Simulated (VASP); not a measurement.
# TePb in VASP: a series of runs, part 3 of 3

VASP 6.6.1. The steps go on from the part before.

**6. Single point, PBEsol**

This run uses another cell than the first one, of 33.73 Å³/atom.

Input file INCAR:

```
SYSTEM = TePb
  PREC = Accurate
  ENCUT = 520
  EDIFF = 1E-6
  ISMEAR = -1
  SIGMA = 0.05
  LREAL = .False.
  LASPH = .True.
  NELM = 100
  ALGO = Normal
  ISIF = 2
  LWAVE = .False.
  LCHARG = .False.
  GGA = PS
  NBANDS = 17
```

Input file KPOINTS:

```
regular mesh
0
Gamma
  6 6 6
  0 0 0
```

Input file POSCAR:

```
TePb
1.0
   -0.0161550000      3.2310000000      3.2310000000
    3.2310000000     -0.0161550000      3.2310000000
    3.2148450000      3.2148450000      0.0000000000
Pb Te
1 1
Direct
    0.0000000000      0.0000000000      0.0000000000
    0.5000000000      0.5000000000      0.5000000000
```

Potentials or basis: VASP PAW PBE potentials, release 64 (Pb_d, Te).

Command:

```sh
$ cat potpaw_PBE.64/Pb_d/POTCAR potpaw_PBE.64/Te/POTCAR > POTCAR
$ mpirun -np 1 vasp_std > vasp.out
```

OUTCAR:

```text
SYSTEM = TePb
   PREC = Accurate
   ENCUT = 520
   EDIFF = 1E-6
   ISMEAR = -1
   LREAL = .False.
   LASPH = .True.
   NELM = 100
   ISIF = 2
   GGA = PS

 ion  position               nearest neighbor table
   1  0.000  0.000  0.000-   2 3.23   2 3.23   2 3.23   2 3.23   2 3.23   2 3.23
   2  0.500  0.500  0.500-   1 3.23   1 3.23   1 3.23   1 3.23   1 3.23   1 3.23

  LATTYP: Found a body centered orthorhombic cell.
 ALAT       =     4.5464773999
 B/A-ratio  =     1.0100502513
 C/A-ratio  =     1.4213201632

  Lattice vectors:

 A1 = (   0.0161550000,  -3.2310000000,  -3.2310000000)
 A2 = (  -0.0161550000,   3.2310000000,  -3.2310000000)
 A3 = (   3.2310000000,  -0.0161550000,   3.2310000000)

Analysis of symmetry for initial positions (statically):
=====================================================================
 Subroutine PRICEL returns:
 Original cell was already a primitive cell.

 Routine SETGRP: Setting up the symmetry group for a
 body centered orthorhombic supercell.

 Subroutine GETGRP returns: Found  8 space group operations
 (whereof  8 operations were pure point group operations)
[... 161 lines left out ...]

  energy without entropy =       -8.25909790  energy(sigma->0) =       -8.25911838

 E-fermi :   5.7935     XC(G=0):  -9.4709

 val. band max:        5.4814835734   @ k =   0.5000   0.0000   0.0000
 cond. band min:       6.1012189284   @ k =   0.0000   0.0000   0.5000
 fundamental gap:      0.6197353551
 Fermi energy:         5.7934810697

 k-point     1 :       0.0000    0.0000    0.0000
  band No.  band energies     occupation
      1     -11.1698      2.00000
      2     -11.1697      2.00000
      3     -11.1590      2.00000
      4     -11.1586      2.00000
      5     -11.1585      2.00000
      6      -6.5736      2.00000
[... 457 lines left out ...]
      4     -11.1378      2.00000
      5     -11.1344      2.00000
      6      -4.9630      2.00000
[... 9 lines left out ...]
     16      15.4686      0.00000
     17      16.4026      0.00000

 [... further k-points ...]

------------------------ aborting loop because EDIFF is reached ----------------------------------------

  FORCE on cell =-STRESS in cart. coord.  units (eV):
  Direction    XX          YY          ZZ          XY          YZ          ZX
  --------------------------------------------------------------------------------------
  -------------------------------------------------------------------------------------
  Total       -0.1755914     -0.1755914     -0.1766445      0.0622185      0.0000000      0.0000000
  in kB       -4.1704576     -4.1704576     -4.1954700      1.4777469      0.0000000      0.0000000
  external PRESSURE =      -4.1787951 kB  Pullay stress =       0.0000000 kB

 VOLUME and BASIS-vectors are now :
 -----------------------------------------------------------------------------
  energy-cutoff  :      520.00
  volume of cell :       67.46
      direct lattice vectors                 reciprocal lattice vectors
    -0.016155000  3.231000000  3.231000000    -0.153980946  0.153980946  0.154750851
     3.231000000 -0.016155000  3.231000000     0.153980946 -0.153980946  0.154750851
     3.214845000  3.214845000  0.000000000     0.155528494  0.155528494 -0.154750851

 POSITION                                       TOTAL-FORCE (eV/Angst)
 -----------------------------------------------------------------------------------
      0.00000      0.00000      0.00000         0.000000     -0.000000     -0.000000
      3.21484      3.21484      3.23100        -0.000000      0.000000      0.000000
 -----------------------------------------------------------------------------------
    total drift:                               -0.000000      0.000000      0.000000

  FREE ENERGIE OF THE ION-ELECTRON SYSTEM (eV)
  ---------------------------------------------------
  free  energy   TOTEN  =        -8.2591388570 eV

  energy  without entropy=       -8.2590978989  energy(sigma->0) =       -8.25911838
```

stdout:

```text
POSCAR found type information on POSCAR PbTe
 POSCAR found :  2 types and       2 ions
 scaLAPACK will be used
 -----------------------------------------------------------------------------
|                                                                             |
|                                                                             |
|     You enforced a specific xc type in the INCAR file but a different       |
|     I HOPE YOU KNOW WHAT YOU ARE DOING!                                     |
|                                                                             |
 -----------------------------------------------------------------------------

 LDA part: xc-table for (Slater+PW92), standard interpolation
 POSCAR, INCAR and KPOINTS ok, starting setup
 FFT: planning ... GRIDC
 FFT: planning ... GRID_SOFT
 FFT: planning ... GRID
 WAVECAR not read
 entering main loop
```

Wall time 65 s (1 thread of Intel Xeon 8259CL, shared host); peak memory 0.23 GiB.

Results:

- Free energy: -8.2591 eV
- Pressure: -0.4 GPa
- Band gap on the k mesh: 0.62 eV (least direct gap 0.66 eV)

Levels at points of the mesh, in eV from the valence-band top:
```csv
k point,band 7,band 8,band 9,band 10,band 11,band 12,band 13,band 14
"(0.00, 0.00, 0.00)",-5.64,-1.40,-1.35,-1.31,4.02,4.04,4.05,5.68
"(0.50, 0.00, 0.00)",-8.64,-0.89,-0.87,0.00,0.67,1.23,1.26,8.25
"(0.50, 0.50, 0.00)",-7.33,-4.54,-2.87,-2.78,3.19,5.42,5.46,6.66
"(0.00, 0.00, 0.50)",-8.61,-0.92,-0.90,-0.05,0.62,1.19,1.22,8.28
"(0.50, 0.00, 0.50)",-7.33,-4.54,-2.82,-2.82,3.19,5.44,5.44,6.66
```

Caveat: the PAW data sets were made with another functional, which shifts forces and pressure a little; spin-orbit coupling is left out, which moves the levels of the heavy elements.

**7. Summary**

```csv
level,cell,k mesh,gap on the mesh (eV),pressure (GPa)
BLYP,"a = 4.763 Å, angles 60.0°, 2 atoms",7 × 7 × 7,-,0.1
r2SCAN,"a = 4.622 Å, angles 60.0°, 2 atoms",7 × 7 × 7,-,0.0
PBEsol,"a = 4.570, b = 4.570, c = 4.478 Å, angles 60.7, 60.7, 61.3°, 2 atoms",6 × 6 × 6,0.46,-0.4
PBEsol,"a = 4.569, b = 4.569, c = 4.524 Å, angles 60.3, 60.3, 60.7°, 2 atoms",6 × 6 × 6,0.57,-0.4
PBEsol,"a = 4.569, b = 4.569, c = 4.546 Å, angles 60.2, 60.2, 60.3°, 2 atoms",6 × 6 × 6,0.62,-0.4
```

Alike in all rows: task single point; potentials or basis VASP PAW PBE potentials, release 64 (Pb_d, Te); no spin polarisation; cutoff (eV) 520; smearing fermi-dirac 0.05 eV.

Caveats: the PAW data sets were made with another functional, which shifts forces and pressure a little; spin-orbit coupling is left out, which moves the levels of the heavy elements.

Absolute energies hang on the potentials; compare differences alone.
